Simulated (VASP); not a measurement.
# Se (R-3m) in VASP: relaxation of cell and atoms with LDA

Aim: the relaxation of cell and atoms of Se with LDA.

Everything below comes from runs of VASP 6.6.1. Logs are shortened: lines on timing, memory, paths and dates and some standing lists are left out, and cuts for length are marked.

### 1 The cell of the first run

The structure is trigonal, space group R-3m (No. 166). Conventional cell: a = 2.524 Å, b = 2.524 Å, c = 6.140 Å, α = 90.00°, β = 90.00°, γ = 120.00°. Within 3.3 Å of Se (site symmetry -3m) lie 12 Se at 2.51 to 2.52 Å.

This isn't the form of Se at room conditions, which is trigonal, of chains.

### 2 Relaxation of cell and atoms, LDA, target pressure 140 GPa, at which the enthalpy is minimised

INCAR

```
  PREC = Accurate
  ENCUT = 600
  EDIFF = 1E-6
  ISMEAR = -1
  SIGMA = 0.1
  LREAL = False
  LASPH = True
  NELM = 60
  ALGO = Normal
  ISIF = 3
  LWAVE = False
  LCHARG = False
  IBRION = 2
  NSW = 32
  EDIFFG = -0.005
  PSTRESS = 1400.0
```

KPOINTS

```
regular mesh
0
Gamma
  14 14 14
```

POSCAR

```
Se
1.0
    1.2620627540     -0.7286522708      4.0935529272
    0.0000000000      1.4573045416      4.0935529272
   -1.2620627540     -0.7286522708      4.0935529272
Se
2
Direct
    0.2499999372      0.2499999372      0.2499999372
   -0.2499999372     -0.2499999372     -0.2499999372
```

Potentials or basis: VASP PAW LDA potentials, release 64 (Se).

Command:

```
cat potpaw_LDA.64/Se/POTCAR > POTCAR
mpirun -np 1 vasp_std > vasp.out
```

OUTCAR:

```text
PREC = Accurate
   ENCUT = 600
   EDIFF = 1E-6
   ISMEAR = -1
   LREAL = False
   LASPH = True
   NELM = 60
   ISIF = 3
   IBRION = 2
   NSW = 32
   EDIFFG = -0.005
   PSTRESS = 1400.0

 ion  position               nearest neighbor table
   1  0.250  0.250  0.250-   2 2.51   2 2.51   2 2.51   2 2.51   2 2.51   2 2.51
   2  0.750  0.750  0.750-   1 2.51   1 2.51   1 2.51   1 2.51   1 2.51   1 2.51

  LATTYP: Found a trigonal (rhomboedric) cell.
 ALAT       =     4.3452171516
 COS(alpha) =     0.8312790836

  Lattice vectors:

 A1 = (   1.2620627540,  -0.7286522708,   4.0935529272)
 A2 = (   0.0000000000,   1.4573045416,   4.0935529272)
 A3 = (  -1.2620627540,  -0.7286522708,   4.0935529272)

Analysis of symmetry for initial positions (statically):
=====================================================================
 Subroutine PRICEL returns following result:

  LATTYP: Found a trigonal (rhomboedric) cell.
 ALAT       =     2.5125732038
 COS(alpha) =     0.4953916320

  Lattice vectors:

 A1 = (  -1.2620627540,  -0.7286522708,  -2.0467749211)
 A2 = (   0.0000000000,   1.4573045416,  -2.0467749211)
 A3 = (   1.2620627540,  -0.7286522708,  -2.0467780061)

   2 primitive cells build up your supercell.

 Routine SETGRP: Setting up the symmetry group for a
 trigonal (rhombohedral) supercell.

 Subroutine GETGRP returns: Found 12 space group operations
 (whereof 12 operations were pure point group operations)
 out of a pool of 12 trial point group operations.

The static configuration has the point symmetry D_3d.

Analysis of symmetry for dynamics (positions and initial velocities):
=====================================================================
 Subroutine PRICEL returns following result:

  LATTYP: Found a trigonal (rhomboedric) cell.
 ALAT       =     2.5125732038
 COS(alpha) =     0.4953916320

  Lattice vectors:

 A1 = (  -1.2620627540,  -0.7286522708,  -2.0467749211)
 A2 = (   0.0000000000,   1.4573045416,  -2.0467749211)
 A3 = (   1.2620627540,  -0.7286522708,  -2.0467780061)

   2 primitive cells build up your supercell.

 Routine SETGRP: Setting up the symmetry group for a
 trigonal (rhombohedral) supercell.

 Subroutine GETGRP returns: Found 12 space group operations
 (whereof 12 operations were pure point group operations)
 out of a pool of 12 trial point group operations.

The dynamic configuration has the point symmetry D_3d.

 Subroutine INISYM returns: Found 12 space group operations
 (whereof 12 operations are pure point group operations),
 and found     2 'primitive' translations

----------------------------------------------------------------------------------------

                                     Primitive cell

  volume of cell :      11.2934

  direct lattice vectors                    reciprocal lattice vectors
    -1.262062754 -0.728652271 -2.046774921    -0.396177012 -0.228732675 -0.162857754
     0.000000000  1.457304542 -2.046774921    -0.000000199  0.457465694 -0.162857754
     1.262062754 -0.728652271 -2.046778006     0.396176614 -0.228732675 -0.162857754

  length of vectors
     2.512573204  2.512573204  2.512575717     0.485589857  0.485589857  0.485589533

  position of ions in fractional coordinates (direct lattice)
     0.500000000  0.500000000  0.500000000

  ion indices of the primitive-cell ions
   primitive index   ion index
                 1           1

----------------------------------------------------------------------------------------

 KPOINTS: regular mesh

Automatic generation of k-mesh.
 Grid dimensions read from file:
 generate k-points for:   14   14   14

 Generating k-lattice:

  Cartesian coordinates                     Fractional coordinates (reciprocal lattice)
     0.028298344 -0.016338056  0.005816347     0.071428571  0.000000000  0.000000000
     0.000000000  0.032676113  0.005816347     0.000000000  0.071428571  0.000000000
    -0.028298344 -0.016338056  0.005816347     0.000000000  0.000000000  0.071428571

  Length of vectors
     0.033189731  0.033189731  0.033189731

  Shift w.r.t. Gamma in fractional coordinates (k-lattice)
     0.000000000  0.000000000  0.000000000

 Subroutine IBZKPT returns following result:
 ===========================================

 Found    288 irreducible k-points:

 Following reciprocal coordinates:
            Coordinates               Weight
  0.000000  0.000000  0.000000      1.000000
  0.071429  0.000000  0.000000      6.000000
  0.142857  0.000000  0.000000      6.000000
  0.214286  0.000000  0.000000      6.000000
  0.285714  0.000000  0.000000      6.000000
  0.357143  0.000000  0.000000      6.000000
[... 16 lines left out ...]
  0.214286  0.142857  0.000000     12.000000
  0.285714  0.142857  0.000000     12.000000
 [... further k-points ...]
   k-points           NKPTS =    288   k-points in BZ     NKDIM =    288   number of bands    NBANDS=     10
   number of dos      NEDOS =    301   number of ions     NIONS =      2
   total plane-waves  NPLWV =  46656
   dimension x,y,z NGX =    36 NGY =   36 NGZ =   36
   dimension x,y,z NGXF=    72 NGYF=   72 NGZF=   72
   ions per type =               2
   NGX,Y,Z   is equivalent  to a cutoff of  13.77, 13.77, 13.77 a.u.
   NGXF,Y,Z  is equivalent  to a cutoff of  27.55, 27.55, 27.55 a.u.
 SYSTEM =  unknown system
   PREC   = accura    normal or accurate (medium, high low for compatibility)
   ISTART =      0    job   : 0-new  1-cont  2-samecut
   ICHARG =      2    charge: 1-file 2-atom 10-const
   ISPIN  =      1    spin polarized calculation?
   LNONCOLLINEAR =      F non collinear calculations
   LSORBIT =      F    spin-orbit coupling
   LASPH  =      T    aspherical Exc in radial PAW
   ENCUT  =  600.0 eV  44.10 Ry    6.64 a.u.   8.68  8.68  8.68*2*pi/ulx,y,z
   NELM   =     60;   NELMIN=  2; NELMDL= -5     # of ELM steps
   EDIFF  = 0.1E-05   stopping-criterion for ELM
   LREAL  =      F    real-space projection
   EDIFFG = -.5E-02   stopping-criterion for IOM
   NSW    =     32    number of steps for IOM
   IBRION =      2    ionic relax: 0-MD 1-quasi-New 2-CG
   NFREE  =      1    steps in history (QN), initial steepest desc. (CG)
   ISIF   =      3    stress and relaxation
   ISYM   =      2    0-nonsym 1-usesym 2-fastsym
   POTIM  = 0.5000    time-step for ionic-motion
   TEBEG  =    0.0;   TEEND  =   0.0 temperature during run
   PSTRESS= 1400.0 pullay stress
   NELECT =      12.0000    total number of electrons
   NUPDOWN=      -1.0000    fix difference up-down
   EMIN   =  10.00;   EMAX   =-10.00  energy-range for DOS
   EFERMI =   0.00;   METHOD = LEGACY
   ISMEAR =    -1;   SIGMA  =   0.10  broadening in eV -4-tet -1-fermi 0-gaus
   EFERMI_NEDOS =   21; number of points for ismear=-14 and -15
   IALGO  =     38    algorithm
   IMIX   =      4    mixing-type and parameters
     AMIX     =   0.40;   BMIX     =  1.00
     AMIX_MAG =   1.60;   BMIX_MAG =  1.00
  volume/ion in A,a.u.               =      11.29        76.21
  Fermi-wavevector in a.u.,A,eV,Ry     =   1.325921  2.505627 23.919942  1.758066
  Thomas-Fermi vector in A             =   2.455346
   LORBIT       =      0    0 simple, 1 ext, 2 COOP (PROOUT), +10 PAW based schemes
   GGA     = CA    functional components
   LHFCALC =     F    Hartree Fock is set to
   AEXX    =    0.0000 exact exchange contribution
   IVDW    =     0    specifies the selected vdW correction
   LEPSILON=     F    determine dielectric tensor
   LRPA    =     F    only Hartree local field effects (RPA)
 conjugate gradient relaxation of ions
 non-spin polarized calculation
  energy-cutoff  :      600.00
  volume of cell :       22.59
 maximum number of plane-waves:       770
   NGX = 17   NGY = 17   NGZ = 17

--------------------------------------- Ionic step        1  -------------------------------------------

 number of electron      12.0000001 magnetization

 Free energy of the ion-electron system (eV)
  ---------------------------------------------------
  ext. energy  EPLUGINS =         0.00000000
  ---------------------------------------------------
  free energy    TOTEN  =        -2.90754334 eV

  energy without entropy =       -2.88071602  energy(sigma->0) =       -2.89412968

------------------------ aborting loop because EDIFF is reached ----------------------------------------

  FORCE on cell =-STRESS in cart. coord.  units (eV):
  Direction    XX          YY          ZZ          XY          YZ          ZX
  --------------------------------------------------------------------------------------
  -------------------------------------------------------------------------------------
  Total       20.0925542     20.0925542     20.1077564     -0.0000000     -0.0000000     -0.0000000
  in kB     1425.2557378   1425.2557380   1426.3340989     -0.0000000     -0.0000000     -0.0000000
  external PRESSURE =      25.6151916 kB  Pullay stress =    1400.0000000 kB

 VOLUME and BASIS-vectors are now :
 -----------------------------------------------------------------------------
  energy-cutoff  :      600.00
  volume of cell :       22.59
      direct lattice vectors                 reciprocal lattice vectors
     1.262062754 -0.728652271  4.093552927     0.396176813 -0.228732790  0.081428856
     0.000000000  1.457304542  4.093552927     0.000000000  0.457465580  0.081428856
    -1.262062754 -0.728652271  4.093552927    -0.396176813 -0.228732790  0.081428856
[... 46 lines left out ...]
  FREE ENERGIE OF THE ION-ELECTRON SYSTEM (eV)
  ---------------------------------------------------
  free  energy   TOTEN  =        -3.4097338409 eV

  energy  without entropy=       -3.3825261355  energy(sigma->0) =       -3.39612999

  enthalpy is  TOTEN    =        16.8470242587 eV   P V=       20.2567580995

--------------------------------------- Ionic step        3  -------------------------------------------

 number of electron      12.0000001 magnetization

 Free energy of the ion-electron system (eV)
  ---------------------------------------------------
  ext. energy  EPLUGINS =         0.00000000
  ---------------------------------------------------
  free energy    TOTEN  =        -2.99677092 eV

  energy without entropy =       -2.96987083  energy(sigma->0) =       -2.98332088

 E-fermi :  14.7951     XC(G=0): -13.5192

 val. band max:       14.7947786098   @ k =  -0.3571   0.5000   0.2857
 cond. band min:      14.7968714359   @ k =  -0.4286  -0.4286   0.2857
 fundamental gap:      0.0020928262
 Fermi energy:        14.7950815234

 k-point     1 :       0.0000    0.0000    0.0000
  band No.  band energies     occupation
      1      -8.4184      2.00000
      2      -0.7671      2.00000
      3       2.0011      2.00000
      4      19.0846      0.00000
      5      19.0846      0.00000
      6      22.1186      0.00000
      7      22.1186      0.00000
      8      22.3530      0.00000
      9      26.6128      0.00000
     10      26.6128      0.00000

 k-point     2 :       0.0714    0.0000    0.0000
  band No.  band energies     occupation
      1      -8.2552      2.00000
      2      -0.6764      2.00000
      3       2.2284      2.00000
      4      17.6032      0.00000
      5      18.6827      0.00000
      6      20.8505      0.00000
      7      21.4239      0.00000
      8      22.0992      0.00000
      9      25.2891      0.00000
     10      27.2446      0.00000
[... 274 lines left out ...]
 k-point    24 :       0.2857    0.1429    0.0000
  band No.  band energies     occupation
      1      -6.3447      2.00000
      2      -0.2843      2.00000
      3       5.4778      2.00000
      4      11.1200      2.00000
      5      13.5834      1.99999
      6      14.0906      1.99826
      7      16.5665      0.00000
      8      20.7505      0.00000
      9      25.3013      0.00000
     10      26.3195      0.00000

 [... further k-points ...]
[... 5 lines left out ...]
  --------------------------------------------------------------------------------------
  -------------------------------------------------------------------------------------
  Total       19.8179794     19.8179794     19.8270502     -0.0000000      0.0000000      0.0000000
  in kB     1399.5086024   1399.5086026   1400.1491666     -0.0000000      0.0000000      0.0000000
  external PRESSURE =      -0.2778762 kB  Pullay stress =    1400.0000000 kB

 VOLUME and BASIS-vectors are now :
 -----------------------------------------------------------------------------
  energy-cutoff  :      600.00
  volume of cell :       22.69
      direct lattice vectors                 reciprocal lattice vectors
     1.263918368 -0.729723610  4.099828675     0.395595169 -0.228396977  0.081304210
    -0.000000000  1.459447220  4.099828675     0.000000000  0.456793954  0.081304210
    -1.263918368 -0.729723610  4.099828675    -0.395595169 -0.228396977  0.081304210

 POSITION                                       TOTAL-FORCE (eV/Angst)
 -----------------------------------------------------------------------------------
      0.00000      0.00000      3.07487         0.000000      0.000000     -0.000000
      0.00000      0.00000      9.22462         0.000000      0.000000      0.000000
 -----------------------------------------------------------------------------------
    total drift:                               -0.000000     -0.000000      0.000000

  FREE ENERGIE OF THE ION-ELECTRON SYSTEM (eV)
  ---------------------------------------------------
  free  energy   TOTEN  =        -2.9967709214 eV

  energy  without entropy=       -2.9698708311  energy(sigma->0) =       -2.98332088

  enthalpy is  TOTEN    =        16.8281669790 eV   P V=       19.8249379004

 reached required accuracy - stopping structural energy minimisation
```

It took 7.5 min on 1 thread of Oxide Virtual Turin-like, shared host; peak memory 0.19 GiB.

Results:

```
Free energy                                                : -2.9968 eV
Relaxed volume                                             : 11.34 Å³/atom
Relaxed cell                                               : a = 4.352 Å, b = 4.352 Å, c = 4.352 Å, α = 33.77°, β = 33.77°, γ = 33.77°
Space group after relaxing (to 0.1 Å)                      : Fm-3m (No. 225)
Energy change on relaxing (the run minimises the enthalpy) : -44.6 meV/atom
Ionic steps                                                : 3
Pressure after relaxing                                    : 140.0 GPa
Band gap on the k mesh                                     : zero (bands 6 and 7 overlap by 11.99 eV)
```

The path:
| step | energy change (eV) | largest force (eV/Å) | pressure (GPa) | volume (Å³) |
| --- | --- | --- | --- | --- |
| 1 | 0.0000 | 0.0000 | 142.56 | 22.59 |
| 2 | -0.5022 | 0.0000 | 127.98 | 23.18 |
| 3 | -0.0892 | 0.0000 | 139.97 | 22.69 |

Final structure:
```
Se
1.0
     1.26392   -0.72972    4.09983
     0.00000    1.45945    4.09983
    -1.26392   -0.72972    4.09983
Se
2
Direct
  0.25000 0.25000 0.25000
  0.75000 0.75000 0.75000
```

Levels at points of the mesh, in eV from the Fermi level:
```
           k point  band 3  band 4  band 5  band 6  band 7  band 8  band 9  band 10
(0.00, 0.00, 0.00)  -12.79    4.29    4.29    7.32    7.32    7.56   11.82    11.82
(0.50, 0.00, 0.00)   -8.95   -8.95   -3.39   -3.39    0.52    0.52    6.15     6.15
(0.50, 0.50, 0.00)  -12.24  -11.12   -1.60   -1.41    3.84    4.33    4.43     4.50
(0.50, 0.50, 0.50)   -3.15   -3.15    5.30    5.30    5.30    5.30   11.93    11.93
```

Caveat: the cell is relaxed towards a set pressure, so the run minimises the enthalpy, not the energy.
